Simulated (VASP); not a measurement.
# C (R-3m) in VASP: single point with PBE+D3(BJ)

Aim: the single point of C with PBE+D3(BJ).

Program: VASP 6.6.1. These are calculated values, not measurements. Logs are shortened: lines on timing, memory, paths and dates and some standing lists are left out, and cuts for length are marked.

### 1 The cell of the first run

Symmetry: R-3m, No. 166, trigonal system. The conventional cell has a = 2.465 Å, b = 2.465 Å, c = 62.420 Å, α = 90.00°, β = 90.00°, γ = 120.00°. Within 1.9 Å of C (site symmetry 3m) lie 3 C at 1.42 Å. Within 1.9 Å of C (site symmetry 3m) lie 3 C at 1.42 Å. C (site symmetry 3m) has 3 C at 1.42 Å within 1.9 Å. C (site symmetry 3m) has 3 C at 1.42 Å within 1.9 Å. C (site symmetry 3m) has 3 C at 1.42 Å within 1.9 Å. Within 1.9 Å of C (site symmetry 3m) lie 3 C at 1.42 Å.

### 2 Single point, PBE+D3(BJ)

Input file INCAR:

```
SYSTEM = C
PREC = Accurate
ENCUT = 600
EDIFF = 1E-6
ISMEAR = 0
SIGMA = 0.03
LREAL = .FALSE.
LASPH = .TRUE.
NELM = 120
ALGO = Normal
ISIF = 2
LWAVE = .FALSE.
LCHARG = .FALSE.
GGA = PE
IVDW = 12
NBANDS = 36
GGA_COMPAT = .FALSE.
```

Input file KPOINTS:

```
regular mesh
0
G
  15 15 2
  0 0 0
```

Input file POSCAR:

```
C
1.0
   -2.4647935466      0.0000000000      0.0000000000
   -1.2323967733     -2.1345738265      0.0000000000
   -2.4647935466     -1.4230492176     20.8066193286
C
12
Direct
    0.5014634263      0.5014634263      0.2478048605
    0.3903523152      0.3903523152      0.9144715272
   -0.0540921292     -0.0540921292      0.5811381939
    0.6096254626      0.6096254626      0.0855618061
    0.4985143515      0.4985143515      0.7522284728
    0.0540699070      0.0540699070      0.4188951395
    0.3874163025      0.3874163025      0.4188755462
    0.9429718581     -0.0570281419      0.0855422129
   -0.1681392530     -0.1681392530      0.7522088796
    0.0570059197      0.0570059197      0.9144911204
    0.6125614753     -0.3874385247      0.5811577871
    0.1681170308      0.1681170308      0.2478244538
```

Potentials or basis: VASP PAW PBE potentials, release 64 (C).

Started as:

```sh
$ cat potpaw_PBE.64/C/POTCAR > POTCAR
$ mpirun -np 1 vasp_std > vasp.out
```

OUTCAR:

```text
SYSTEM = C
   PREC = Accurate
   ENCUT = 600
   EDIFF = 1E-6
   ISMEAR = 0
   LREAL = .FALSE.
   LASPH = .TRUE.
   NELM = 120
   ISIF = 2
   GGA = PE
   IVDW = 12
 IVDW          = 12

 ion  position               nearest neighbor table
   1  0.501  0.501  0.248-  12 1.42  12 1.42  12 1.42
   2  0.390  0.390  0.914-  10 1.42  10 1.42  10 1.42
   3  0.946  0.946  0.581-  11 1.42  11 1.42  11 1.42
   4  0.610  0.610  0.086-   8 1.42   8 1.42   8 1.42
   5  0.499  0.499  0.752-   9 1.42   9 1.42   9 1.42
   6  0.054  0.054  0.419-   7 1.42   7 1.42   7 1.42
   7  0.387  0.387  0.419-   6 1.42   6 1.42   6 1.42
   8  0.943  0.943  0.086-   4 1.42   4 1.42   4 1.42
   9  0.832  0.832  0.752-   5 1.42   5 1.42   5 1.42
  10  0.057  0.057  0.914-   2 1.42   2 1.42   2 1.42
  11  0.613  0.613  0.581-   3 1.42   3 1.42   3 1.42
  12  0.168  0.168  0.248-   1 1.42   1 1.42   1 1.42

  LATTYP: Found a trigonal (rhomboedric) cell.
 ALAT       =    20.8552266102
 COS(alpha) =     0.9930160475

  Lattice vectors:

 A1 = (   0.0000000000,  -1.4230492176,  20.8066193286)
 A2 = (   1.2323967733,   0.7115246089,  20.8066193286)
 A3 = (  -1.2323967733,   0.7115246089,  20.8066193286)

Analysis of symmetry for initial positions (statically):
=====================================================================
 Subroutine PRICEL returns:
 Original cell was already a primitive cell.

 Routine SETGRP: Setting up the symmetry group for a
 trigonal (rhombohedral) supercell.

 Subroutine GETGRP returns: Found 12 space group operations
 (whereof  6 operations were pure point group operations)
 out of a pool of 12 trial point group operations.

The static configuration has the point symmetry C_3v.
 The point group associated with its full space group is D_3d.

Analysis of symmetry for dynamics (positions and initial velocities):
=====================================================================
 Subroutine PRICEL returns:
 Original cell was already a primitive cell.

 Routine SETGRP: Setting up the symmetry group for a
 trigonal (rhombohedral) supercell.

 Subroutine GETGRP returns: Found 12 space group operations
 (whereof  6 operations were pure point group operations)
 out of a pool of 12 trial point group operations.

[... 150 lines left out ...]
   ISYM   =      2    0-nonsym 1-usesym 2-fastsym
   POTIM  = 0.5000    time-step for ionic-motion
   TEBEG  =    0.0;   TEEND  =   0.0 temperature during run
   PSTRESS=    0.0 pullay stress
   NELECT =      48.0000    total number of electrons
   NUPDOWN=      -1.0000    fix difference up-down
   EMIN   =  10.00;   EMAX   =-10.00  energy-range for DOS
   EFERMI =   0.00;   METHOD = LEGACY
   ISMEAR =     0;   SIGMA  =   0.03  broadening in eV -4-tet -1-fermi 0-gaus
   EFERMI_NEDOS =   21; number of points for ismear=-14 and -15
   IALGO  =     38    algorithm
   IMIX   =      4    mixing-type and parameters
     AMIX     =   0.40;   BMIX     =  1.00
     AMIX_MAG =   1.60;   BMIX_MAG =  1.00
  volume/ion in A,a.u.               =       9.12        61.56
  Fermi-wavevector in a.u.,A,eV,Ry     =   1.243724  2.350298 21.046178  1.546850
  Thomas-Fermi vector in A             =   2.378023
   LORBIT       =      0    0 simple, 1 ext, 2 COOP (PROOUT), +10 PAW based schemes
   GGA     = PE    functional components
   LHFCALC =     F    Hartree Fock is set to
   AEXX    =    0.0000 exact exchange contribution
   IVDW    =    12    specifies the selected vdW correction
   LEPSILON=     F    determine dielectric tensor
   LRPA    =     F    only Hartree local field effects (RPA)
 non-spin polarized calculation
 Gauss-broadening in eV      SIGMA  =   0.03
  energy-cutoff  :      600.00
  volume of cell :      109.47
 maximum number of plane-waves:      3722
   NGX =  9   NGY =  9   NGZ = 83

 number of electron      47.9999999 magnetization

 Free energy of the ion-electron system (eV)
  ---------------------------------------------------
  ext. energy  EPLUGINS =         0.00000000
  ---------------------------------------------------
  free energy    TOTEN  =      -110.59363977 eV

  energy without entropy =     -110.59333887  energy(sigma->0) =     -110.59348932

 E-fermi :   4.3941     XC(G=0): -10.0892

 val. band max:        4.3940364981   @ k =  -0.3333   0.3333   0.0000
 cond. band min:       4.3941560388   @ k =  -0.3333   0.3333   0.5000
 fundamental gap:      0.0001195407
 Fermi energy:         4.3940985444

 k-point     1 :       0.0000    0.0000    0.0000
  band No.  band energies     occupation
      1     -15.2312      2.00000
      2     -15.1786      2.00000
      3     -15.1774      2.00000
      4     -15.0527      2.00000
      5     -15.0520      2.00000
      6     -14.9946      2.00000
[... 925 lines left out ...]
     35      13.4357      0.00000
     36      13.5217      0.00000

 [... further k-points ...]

------------------------ aborting loop because EDIFF is reached ----------------------------------------

 Edisp (eV)   -1.80425

 E8    (eV) :    -0.5092

  FORCE on cell =-STRESS in cart. coord.  units (eV):
  Direction    XX          YY          ZZ          XY          YZ          ZX
  --------------------------------------------------------------------------------------
  -------------------------------------------------------------------------------------
  Total       0.18590     0.18590    -0.42598     0.00000    -0.00000    -0.00000
  in kB       2.72074     2.72074    -6.23460     0.00000    -0.00000    -0.00000
  external pressure =       -0.26 kB  Pullay stress =        0.00 kB

 VOLUME and BASIS-vectors are now :
 -----------------------------------------------------------------------------
  energy-cutoff  :      600.00
  volume of cell :      109.47
      direct lattice vectors                 reciprocal lattice vectors
    -2.464793547  0.000000000  0.000000000    -0.405713493  0.234238795 -0.032041085
    -1.232396773 -2.134573827  0.000000000     0.000000000 -0.468477589 -0.032041085
    -2.464793547 -1.423049218 20.806619329     0.000000000  0.000000000  0.048061628

 POSITION                                       TOTAL-FORCE (eV/Angst)
 -----------------------------------------------------------------------------------
     -2.46479     -1.42305      5.15598        -0.000000     -0.000000     -0.002457
     -3.69719     -2.13457     19.02706        -0.000000      0.000000      0.013154
     -4.92959     -2.84610     12.09152        -0.000000      0.000000      0.002294
     -2.46479     -1.42305      1.78025         0.000000     -0.000000     -0.013154
     -3.69719     -2.13457     15.65133         0.000000      0.000000      0.002457
     -1.23240     -0.71152      8.71579         0.000000     -0.000000     -0.002294
     -2.46479     -1.42305      8.71538         0.000000     -0.000000     -0.000851
     -3.69719     -2.13457      1.77984         0.000000     -0.000000     -0.030488
     -4.92959     -2.84610     15.65092        -0.000000     -0.000000     -0.003725
     -2.46479     -1.42305     19.02747        -0.000000      0.000000      0.030488
     -3.69719     -2.13457     12.09193        -0.000000      0.000000      0.000851
     -1.23240     -0.71152      5.15639         0.000000      0.000000      0.003725
 -----------------------------------------------------------------------------------
    total drift:                                0.000000      0.000000     -0.000003

  FREE ENERGIE OF THE ION-ELECTRON SYSTEM (eV)
  ---------------------------------------------------
  free  energy   TOTEN  =      -112.3978947309 eV

  energy  without entropy=     -112.3975938311  energy(sigma->0) =     -112.39774428
```

stdout:

```text
POSCAR found type information on POSCAR C
 POSCAR found :  1 types and      12 ions
 scaLAPACK will be used
 LDA part: xc-table for (Slater+PW92), standard interpolation
 -----------------------------------------------------------------------------
|                                                                             |
|           W    W    AA    RRRRR   N    N  II  N    N   GGGG   !!!           |
|           W    W   A  A   R    R  NN   N  II  NN   N  G    G  !!!           |
|           W    W  A    A  R    R  N N  N  II  N N  N  G       !!!           |
|           W WW W  AAAAAA  RRRRR   N  N N  II  N  N N  G  GGG   !            |
|           WW  WW  A    A  R   R   N   NN  II  N   NN  G    G                |
|           W    W  A    A  R    R  N    N  II  N    N   GGGG   !!!           |
|                                                                             |
|     Your reciprocal lattice and k-lattice belong to different lattice       |
|     classes:                                                                |
|                                                                             |
|        The reciprocal lattice is rhombohedral (trigonal),                   |
|        whereas your k-lattice is base-centered monoclinic.                  |
|                                                                             |
|     Results are often still useful ...                                      |
|                                                                             |
 -----------------------------------------------------------------------------

 POSCAR, INCAR and KPOINTS ok, starting setup
 FFT: planning ... GRIDC
 FFT: planning ... GRID_SOFT
 FFT: planning ... GRID
 WAVECAR not read
 entering main loop
```

Run time: 6.6 min. Hardware: 1 thread of AMD EPYC 9R45 (Zen 5), shared host; peak memory 0.49 GiB.

What came out:

| Property | Result |
| --- | --- |
| Free energy | -112.3979 eV |
| Pressure | 0.0 GPa |
| Largest force | 0.030 eV/Å |
| Band gap on the k mesh | zero (filled and empty bands touch) |
| Dispersion energy per atom | -0.150 eV |

Forces in eV/Å, atoms in the order of the input:
```
C    0.000  0.000 -0.002
C    0.000  0.000  0.013
C    0.000  0.000  0.002
C    0.000  0.000 -0.013
C    0.000  0.000  0.002
C    0.000  0.000 -0.002
C    0.000  0.000 -0.001
C    0.000  0.000 -0.030
C    0.000  0.000 -0.004
C    0.000  0.000  0.030
C    0.000  0.000  0.001
C    0.000  0.000  0.004
```

Levels at points of the mesh, in eV from the Fermi level:
```tsv
k point	band 21	band 22	band 23	band 24	band 25	band 26	band 27	band 28
(0.00, 0.00, 0.00)	-3.01	-3.01	-3.00	-3.00	4.03	5.17	5.17	7.90
(0.00, 0.00, 0.50)	-3.01	-3.01	-3.01	-3.01	4.33	4.34	6.20	6.68
```
